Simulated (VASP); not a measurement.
# In (P6_3/mmc) in VASP: single point with PBE

Aim: the single point of In with PBE.

All numbers are computed with VASP 6.6.1; they aren't measurements. Logs are shortened: lines on timing, memory, paths and dates and some standing lists are left out, and cuts for length are marked.

### 1 The cell of the first run

It takes space group P6_3/mmc (No. 194, hexagonal). The conventional cell has a = 3.364 Å, b = 3.364 Å, c = 10.800 Å, α = 90.00°, β = 90.00°, γ = 120.00°. In (site symmetry -3m) has 12 In at 3.33 to 3.36 Å within 4.4 Å. In (site symmetry -6m2) has 12 In at 3.33 to 3.36 Å within 4.4 Å.

### 2 Single point, PBE

INCAR reads:

```
SYSTEM = In
PREC = Accurate ; ENCUT = 500
EDIFF = 1E-6 ; ISMEAR = 0
SIGMA = 0.1 ; LREAL = .False.
LASPH = .True. ; NELM = 120
ALGO = Normal ; ISIF = 2
LWAVE = .False. ; LCHARG = .True.
GGA = PE ; LELF = .True.
LVHAR = .True. ; NBANDS = 34
GGA_COMPAT = .False.
```

KPOINTS reads:

```
regular mesh
0
Gamma
  6 6 2
  0 0 0
```

POSCAR reads:

```
In
1.0
    3.3638438630      0.0000000000      0.0000000000
   -1.6819219315      2.9131742397      0.0000000000
    0.0000000000      0.0000000000     10.7997083600
In
4
Direct
    0.0000000000      0.0000000000      0.0000000000
    0.3333333300      0.6666666700      0.2500000000
    0.0000000000      0.0000000000      0.5000000000
    0.6666666700      0.3333333300      0.7500000000
```

Potentials or basis: VASP PAW PBE potentials, release 64 (In_d).

The run is started by

```
cat potpaw_PBE.64/In_d/POTCAR > POTCAR
mpirun -np 1 vasp_std > vasp.out
```

OUTCAR:

```text
SYSTEM = In
   PREC = Accurate
   ENCUT = 500
   EDIFF = 1E-6
   ISMEAR = 0
   LREAL = .False.
   LASPH = .True.
   NELM = 120
   ISIF = 2
   GGA = PE

 ion  position               nearest neighbor table
   1  0.000  0.000  0.000-   2 3.33   4 3.33   2 3.33   4 3.33   4 3.33   2 3.33
   2  0.333  0.667  0.250-   1 3.33   3 3.33   1 3.33   3 3.33   1 3.33   3 3.33
   3  0.000  0.000  0.500-   2 3.33   4 3.33   2 3.33   4 3.33   4 3.33   2 3.33
   4  0.667  0.333  0.750-   1 3.33   3 3.33   1 3.33   3 3.33   1 3.33   3 3.33

  LATTYP: Found a hexagonal cell.
 ALAT       =     3.3638438630
 C/A-ratio  =     3.2105260529

  Lattice vectors:

 A1 = (   3.3638438630,   0.0000000000,   0.0000000000)
 A2 = (  -1.6819219315,   2.9131742397,   0.0000000000)
 A3 = (   0.0000000000,   0.0000000000,  10.7997083600)

Analysis of symmetry for initial positions (statically):
=====================================================================
 Subroutine PRICEL returns:
 Original cell was already a primitive cell.

 Routine SETGRP: Setting up the symmetry group for a
 hexagonal supercell.

 Subroutine GETGRP returns: Found 24 space group operations
 (whereof 12 operations were pure point group operations)
 out of a pool of 24 trial point group operations.

The static configuration has the point symmetry D_3d.
 The point group associated with its full space group is D_6h.

Analysis of symmetry for dynamics (positions and initial velocities):
=====================================================================
 Subroutine PRICEL returns:
 Original cell was already a primitive cell.

 Routine SETGRP: Setting up the symmetry group for a
 hexagonal supercell.

 Subroutine GETGRP returns: Found 24 space group operations
 (whereof 12 operations were pure point group operations)
 out of a pool of 24 trial point group operations.

The dynamic configuration has the point symmetry D_3d.
 The point group associated with its full space group is D_6h.

 Subroutine INISYM returns: Found 24 space group operations
 (whereof 12 operations are pure point group operations),
 and found     1 'primitive' translations

----------------------------------------------------------------------------------------

                                     Primitive cell

  volume of cell :     105.8313

  direct lattice vectors                    reciprocal lattice vectors
     3.363843863  0.000000000  0.000000000     0.297278958  0.171634087  0.000000000
    -1.681921932  2.913174240  0.000000000     0.000000000  0.343268173  0.000000000
     0.000000000  0.000000000 10.799708360     0.000000000  0.000000000  0.092595093

  length of vectors
     3.363843863  3.363843863 10.799708360     0.343268173  0.343268173  0.092595093

  position of ions in fractional coordinates (direct lattice)
     0.000000000  0.000000000  0.000000000
     0.333333330  0.666666670  0.250000000
     0.000000000  0.000000000  0.500000000
     0.666666670  0.333333330  0.750000000

  ion indices of the primitive-cell ions
   primitive index   ion index
                 1           1
                 2           2
                 3           3
                 4           4

----------------------------------------------------------------------------------------

 KPOINTS: regular mesh

Automatic generation of k-mesh.
 Grid dimensions read from file:
 generate k-points for:    6    6    2

 Generating k-lattice:

  Cartesian coordinates                     Fractional coordinates (reciprocal lattice)
     0.049546493  0.028605681  0.000000000     0.166666667  0.000000000  0.000000000
     0.000000000  0.057211362  0.000000000     0.000000000  0.166666667  0.000000000
     0.000000000  0.000000000  0.046297547     0.000000000  0.000000000  0.500000000

  Length of vectors
     0.057211362  0.057211362  0.046297547

  Shift w.r.t. Gamma in fractional coordinates (k-lattice)
     0.000000000  0.000000000  0.000000000

 Subroutine IBZKPT returns following result:
 ===========================================

 Found     14 irreducible k-points:

 Following reciprocal coordinates:
            Coordinates               Weight
  0.000000  0.000000  0.000000      1.000000
  0.166667  0.000000  0.000000      6.000000
  0.333333  0.000000  0.000000      6.000000
  0.500000  0.000000  0.000000      3.000000
  0.166667  0.166667  0.000000      6.000000
  0.333333  0.166667  0.000000     12.000000
  0.333333  0.333333  0.000000      2.000000
  0.000000  0.000000  0.500000      1.000000
  0.166667  0.000000  0.500000      6.000000
  0.333333  0.000000  0.500000      6.000000
  0.500000  0.000000  0.500000      3.000000
  0.166667  0.166667  0.500000      6.000000
  0.333333  0.166667  0.500000     12.000000
  0.333333  0.333333  0.500000      2.000000
   k-points           NKPTS =     14   k-points in BZ     NKDIM =     14   number of bands    NBANDS=     34
   number of dos      NEDOS =    301   number of ions     NIONS =      4
   total plane-waves  NPLWV =  62720
   dimension x,y,z NGX =    28 NGY =   28 NGZ =   80
   dimension x,y,z NGXF=    56 NGYF=   56 NGZF=  160
   ions per type =               4
   NGX,Y,Z   is equivalent  to a cutoff of  13.84, 13.84, 12.31 a.u.
   NGXF,Y,Z  is equivalent  to a cutoff of  27.68, 27.68, 24.63 a.u.
 SYSTEM =  In
   PREC   = accura    normal or accurate (medium, high low for compatibility)
   ISTART =      0    job   : 0-new  1-cont  2-samecut
   ICHARG =      2    charge: 1-file 2-atom 10-const
   ISPIN  =      1    spin polarized calculation?
   LNONCOLLINEAR =      F non collinear calculations
   LSORBIT =      F    spin-orbit coupling
   LASPH  =      T    aspherical Exc in radial PAW
   ENCUT  =  500.0 eV  36.75 Ry    6.06 a.u.   6.13  6.13 19.69*2*pi/ulx,y,z
   NELM   =    120;   NELMIN=  2; NELMDL= -5     # of ELM steps
   EDIFF  = 0.1E-05   stopping-criterion for ELM
   LREAL  =      F    real-space projection
   EDIFFG = 0.1E-04   stopping-criterion for IOM
   NSW    =      0    number of steps for IOM
   IBRION =     -1    ionic relax: 0-MD 1-quasi-New 2-CG
   NFREE  =      0    steps in history (QN), initial steepest desc. (CG)
   ISIF   =      2    stress and relaxation
   ISYM   =      2    0-nonsym 1-usesym 2-fastsym
   POTIM  = 0.5000    time-step for ionic-motion
   TEBEG  =    0.0;   TEEND  =   0.0 temperature during run
   PSTRESS=    0.0 pullay stress
   NELECT =      52.0000    total number of electrons
   NUPDOWN=      -1.0000    fix difference up-down
   EMIN   =  10.00;   EMAX   =-10.00  energy-range for DOS
   EFERMI =   0.00;   METHOD = LEGACY
   ISMEAR =     0;   SIGMA  =   0.10  broadening in eV -4-tet -1-fermi 0-gaus
   EFERMI_NEDOS =   21; number of points for ismear=-14 and -15
   IALGO  =     38    algorithm
   IMIX   =      4    mixing-type and parameters
     AMIX     =   0.40;   BMIX     =  1.00
     AMIX_MAG =   1.60;   BMIX_MAG =  1.00
  volume/ion in A,a.u.               =      26.46       178.55
  Fermi-wavevector in a.u.,A,eV,Ry     =   1.291827  2.441200 22.705649  1.668818
  Thomas-Fermi vector in A             =   2.423573
   LORBIT       =      0    0 simple, 1 ext, 2 COOP (PROOUT), +10 PAW based schemes
   GGA     = PE    functional components
   LHFCALC =     F    Hartree Fock is set to
   AEXX    =    0.0000 exact exchange contribution
   IVDW    =     0    specifies the selected vdW correction
   LEPSILON=     F    determine dielectric tensor
   LRPA    =     F    only Hartree local field effects (RPA)
 non-spin polarized calculation
 Gauss-broadening in eV      SIGMA  =   0.10
  energy-cutoff  :      500.00
  volume of cell :      105.83
 maximum number of plane-waves:      2712
 NGX is ok and might be reduce to    28
   NGX = 13   NGY = 13   NGZ = 39

 number of electron      51.9999995 magnetization

 Free energy of the ion-electron system (eV)
  ---------------------------------------------------
  ext. energy  EPLUGINS =         0.00000000
  ---------------------------------------------------
  free energy    TOTEN  =       -10.28814963 eV

  energy without entropy =      -10.28049340  energy(sigma->0) =      -10.28432152

 E-fermi :   7.4936     XC(G=0): -10.2024

 val. band max:        7.4451566497   @ k =   0.1667   0.0000   0.5000
 cond. band min:       7.7708169841   @ k =   0.5000   0.0000   0.0000
 fundamental gap:      0.3256603344
 Fermi energy:         7.4936441178

 k-point     1 :       0.0000    0.0000    0.0000
  band No.  band energies     occupation
      1      -7.3008      2.00000
      2      -7.2615      2.00000
      3      -7.2443      2.00000
      4      -7.2443      2.00000
      5      -7.2441      2.00000
      6      -7.2240      2.00000
[... 26 lines left out ...]
     33      16.4758      0.00000
     34      17.5203      0.00000

 k-point     2 :       0.1667    0.0000    0.0000
  band No.  band energies     occupation
      1      -7.3031      2.00000
      2      -7.2764      2.00000
      3      -7.2681      2.00000
      4      -7.2324      2.00000
      5      -7.2213      2.00000
      6      -7.2041      2.00000
[... 26 lines left out ...]
     33      15.0730      0.00000
     34      15.3913      0.00000

 k-point     3 :       0.3333    0.0000    0.0000
  band No.  band energies     occupation
      1      -7.3869      2.00000
      2      -7.3339      2.00000
      3      -7.3096      2.00000
      4      -7.2919      2.00000
      5      -7.2551      2.00000
      6      -7.2197      2.00000
[... 26 lines left out ...]
     33      13.4635      0.00000
     34      13.4982      0.00000

 k-point     4 :       0.5000    0.0000    0.0000
  band No.  band energies     occupation
      1      -7.4274      2.00000
      2      -7.3758      2.00000
      3      -7.3256      2.00000
      4      -7.3214      2.00000
      5      -7.3031      2.00000
      6      -7.2399      2.00000
[... 26 lines left out ...]
     33      12.8616      0.00000
     34      13.7366      0.00000

 k-point     5 :       0.1667    0.1667    0.0000
  band No.  band energies     occupation
      1      -7.3132      2.00000
      2      -7.2879      2.00000
      3      -7.2703      2.00000
      4      -7.2589      2.00000
      5      -7.2468      2.00000
      6      -7.2129      2.00000
[... 26 lines left out ...]
     33      12.5411      0.00000
     34      14.1339      0.00000

 k-point     6 :       0.3333    0.1667    0.0000
  band No.  band energies     occupation
      1      -7.3524      2.00000
      2      -7.3422      2.00000
      3      -7.2850      2.00000
      4      -7.2732      2.00000
      5      -7.2526      2.00000
      6      -7.2282      2.00000
[... 26 lines left out ...]
     33      11.4662      0.00000
     34      13.1711      0.00000

 k-point     7 :       0.3333    0.3333    0.0000
  band No.  band energies     occupation
      1      -7.3058      2.00000
      2      -7.3058      2.00000
      3      -7.2887      2.00000
      4      -7.2640      2.00000
      5      -7.2640      2.00000
      6      -7.1881      2.00000
[... 26 lines left out ...]
     33      10.0427      0.00000
     34      11.3187      0.00000

 k-point     8 :       0.0000    0.0000    0.5000
  band No.  band energies     occupation
      1      -7.2858      2.00000
      2      -7.2858      2.00000
      3      -7.2293      2.00000
      4      -7.2293      2.00000
      5      -7.2237      2.00000
      6      -7.2237      2.00000
[... 26 lines left out ...]
     33      17.1536      0.00000
     34      17.1536      0.00000

 k-point     9 :       0.1667    0.0000    0.5000
  band No.  band energies     occupation
      1      -7.2968      2.00000
      2      -7.2968      2.00000
      3      -7.2437      2.00000
      4      -7.2437      2.00000
      5      -7.2047      2.00000
      6      -7.2047      2.00000
[... 26 lines left out ...]
     33      15.4138      0.00000
     34      15.4138      0.00000

 k-point    10 :       0.3333    0.0000    0.5000
  band No.  band energies     occupation
      1      -7.3682      2.00000
      2      -7.3682      2.00000
      3      -7.2702      2.00000
      4      -7.2702      2.00000
      5      -7.2483      2.00000
      6      -7.2483      2.00000
[... 26 lines left out ...]
     33      14.5770      0.00000
     34      14.5775      0.00000

 k-point    11 :       0.5000    0.0000    0.5000
  band No.  band energies     occupation
      1      -7.3992      2.00000
      2      -7.3992      2.00000
      3      -7.3193      2.00000
      4      -7.3193      2.00000
      5      -7.2667      2.00000
      6      -7.2667      2.00000
[... 26 lines left out ...]
     33      12.3690      0.00000
     34      12.3690      0.00000

 k-point    12 :       0.1667    0.1667    0.5000
  band No.  band energies     occupation
      1      -7.2910      2.00000
      2      -7.2910      2.00000
      3      -7.2842      2.00000
      4      -7.2842      2.00000
      5      -7.2127      2.00000
      6      -7.2127      2.00000
[... 26 lines left out ...]
     33      12.7364      0.00000
     34      12.7364      0.00000

 k-point    13 :       0.3333    0.1667    0.5000
  band No.  band energies     occupation
      1      -7.3429      2.00000
      2      -7.3429      2.00000
      3      -7.2818      2.00000
      4      -7.2818      2.00000
      5      -7.2469      2.00000
      6      -7.2469      2.00000
[... 26 lines left out ...]
     33      11.5138      0.00000
     34      11.5138      0.00000

 k-point    14 :       0.3333    0.3333    0.5000
  band No.  band energies     occupation
      1      -7.3384      2.00000
      2      -7.3384      2.00000
      3      -7.2542      2.00000
      4      -7.2542      2.00000
      5      -7.1705      2.00000
      6      -7.1705      2.00000
[... 26 lines left out ...]
     33      12.6900      0.00000
     34      12.6960      0.00000

------------------------ aborting loop because EDIFF is reached ----------------------------------------

  FORCE on cell =-STRESS in cart. coord.  units (eV):
  Direction    XX          YY          ZZ          XY          YZ          ZX
  --------------------------------------------------------------------------------------
  -------------------------------------------------------------------------------------
  Total        0.1672670      0.1672670      1.9504958      0.0000000      0.0000000      0.0000000
  in kB        2.5322499      2.5322499     29.5284937      0.0000000      0.0000000      0.0000000
  external PRESSURE =      11.5309979 kB  Pullay stress =       0.0000000 kB

 VOLUME and BASIS-vectors are now :
 -----------------------------------------------------------------------------
  energy-cutoff  :      500.00
  volume of cell :      105.83
      direct lattice vectors                 reciprocal lattice vectors
     3.363843863  0.000000000  0.000000000     0.297278958  0.171634087  0.000000000
    -1.681921932  2.913174240  0.000000000     0.000000000  0.343268173  0.000000000
     0.000000000  0.000000000 10.799708360     0.000000000  0.000000000  0.092595093

 POSITION                                       TOTAL-FORCE (eV/Angst)
 -----------------------------------------------------------------------------------
      0.00000      0.00000      0.00000         0.000000      0.000000      0.000000
     -0.00000      1.94212      2.69993         0.000000     -0.000000     -0.000000
      0.00000      0.00000      5.39985         0.000000      0.000000      0.000000
      1.68192      0.97106      8.09978        -0.000000      0.000000     -0.000000
 -----------------------------------------------------------------------------------
    total drift:                               -0.000000      0.000000      0.000000

  FREE ENERGIE OF THE ION-ELECTRON SYSTEM (eV)
  ---------------------------------------------------
  free  energy   TOTEN  =       -10.2881496309 eV

  energy  without entropy=      -10.2804934042  energy(sigma->0) =      -10.28432152
```

It took 48 s on 1 thread of Intel Xeon Platinum 8259CL at 2.50GHz (Skylake/Cascade Lake), shared host; peak memory 0.24 GiB.

Results:

```yaml
Free_energy: -10.2881 eV
Pressure: 1.2 GPa
Band_gap_on_the_k_mesh: zero (band 26 reaches 11.13 eV, above the bottom of band 27 at 6.24 eV)
```

Stress tensor (GPa, compression positive):
```
0.25 0.00 0.00
0.00 0.25 0.00
0.00 0.00 2.95
```

Caveat: spin-orbit coupling is left out, which moves the levels of the heavy elements.
